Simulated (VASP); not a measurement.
Here is a VASP 6.6.1 calculation.

INCAR

```
SYSTEM = C
ALGO = Normal ; DIPOL = 0.5 0.5 0.498
EDIFF = 1E-6 ; ENCUT = 520
GGA = PS ; IDIPOL = 3
ISIF = 2 ; ISMEAR = 0
LASPH = .TRUE. ; LCHARG = .FALSE.
LDIPOL = .TRUE. ; LREAL = Auto
LWAVE = .FALSE. ; NBANDS = 46
NELM = 100 ; PREC = Accurate
SIGMA = 0.05
```

The input KPOINTS:

```
k-points
0
G
  15 5 1
  0 0 0
```

POSCAR

```
C
1.0
    2.4589102530      0.0000000000      0.0000000000
   -2.4589102530      7.3348995022      0.0000000000
    0.0000000000      0.0000000000     21.9639274826
C
16
Direct
    0.7967867856      0.2967867856      0.3414689839
    0.7967867856      0.7967867856      0.3414689839
    0.3155952826      0.3155952826      0.3731705532
    0.3155952826      0.8155952826      0.3731705532
    0.3529778196      0.3529778196      0.4365891382
    0.3529778196      0.8529778196      0.4365891382
    0.8369841217      0.3573216815      0.4692781981
    0.9011591283      0.8806887580      0.4680007166
    0.7734875095      0.3687404362      0.5338568717
    1.0134472712      0.9172060751      0.5315425915
    0.2708673347      0.3862440869      0.5662750911
    0.5317841894      0.9150076469      0.5645459080
    0.2902644538      0.4773284849      0.6236157879
    0.5290435574      0.8378808450      0.6242122763
    0.8524974747      0.5603354935      0.6420552156
    0.9669591541      0.7551783585      0.6429428425
```

Potentials or basis: VASP PAW PBE potentials, release 64 (C).

Launch:

```sh
$ cat potpaw_PBE.64/C/POTCAR > POTCAR
$ mpirun -np 1 vasp_std > vasp.out
```

**Question.** Predict the largest force.

**Answer.** 2.747 eV/Å.

**Question.** Estimate the band gap on the k mesh.

**Answer.** Zero (bands 32 and 33 overlap by 0.13 eV).

Forces on the atoms (eV/Å):
```
C   -0.008  0.265  1.716
C    0.010  0.337  1.662
C   -0.210 -0.127 -2.736
C    0.203 -0.669 -2.499
C   -1.881 -0.650  1.012
C    1.890  0.825  0.722
C    0.017 -0.008  0.006
C   -0.016  0.007  0.007
C   -0.023 -0.009 -0.002
C    0.021  0.012 -0.005
C    0.019 -0.015  0.008
C   -0.022  0.023 -0.009
C   -0.027 -0.017  0.018
C    0.037  0.022  0.032
C    0.030 -0.010  0.028
C   -0.040  0.012  0.040
```

Caveat: the PAW data sets were made with another functional, which shifts forces and pressure a little.
